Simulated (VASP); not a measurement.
B2PIr3, 6 atoms in the cell. The typed cell holds 6 atoms: a = 5.322 Å, b = 5.311 Å, c = 2.896 Å, α = 91.19°, β = 88.76°, γ = 120.18°. 

- Program: VASP 6.6.1
- Task: single point
- Functional: PBE0
- Potentials or basis: VASP PAW PBE potentials, release 64 (P, Ir, B)
- Cutoff: 520 eV
- k mesh: 2 × 2 × 4
- Occupations: fermi-dirac, width 0.1 eV
- Spin: collinear spin
- Starting moments: [0.0, 1.0, 1.0, 1.0, 0.0, 0.0] μB
- Dipole correction: no
- Grid for exact exchange (PRECFOCK): Fast
- Further INCAR settings: ALGO = Normal; EDIFF = 1e-06; NBANDS = 32
- Share of exact exchange: 0.25

Potentials or basis: VASP PAW PBE potentials, release 64 (P, Ir, B).

Launch:

```bash
$ cat potpaw_PBE.64/P/POTCAR potpaw_PBE.64/Ir/POTCAR potpaw_PBE.64/B/POTCAR > POTCAR
$ cp INCAR.step1 INCAR
$ mpirun -np 1 vasp_std > vasp.out
$ cp INCAR.step2 INCAR
$ mpirun -np 1 vasp_std > vasp.out
```

Hardware: 1 thread of AMD EPYC 9R14 (Zen 4), on a shared host.

Q: Estimate the wall time of this run.

A: Wall time 17 min on 1 thread of AMD EPYC 9R14 (Zen 4), with other jobs on the host, peak memory 0.23 GiB. Counts: k points 12.
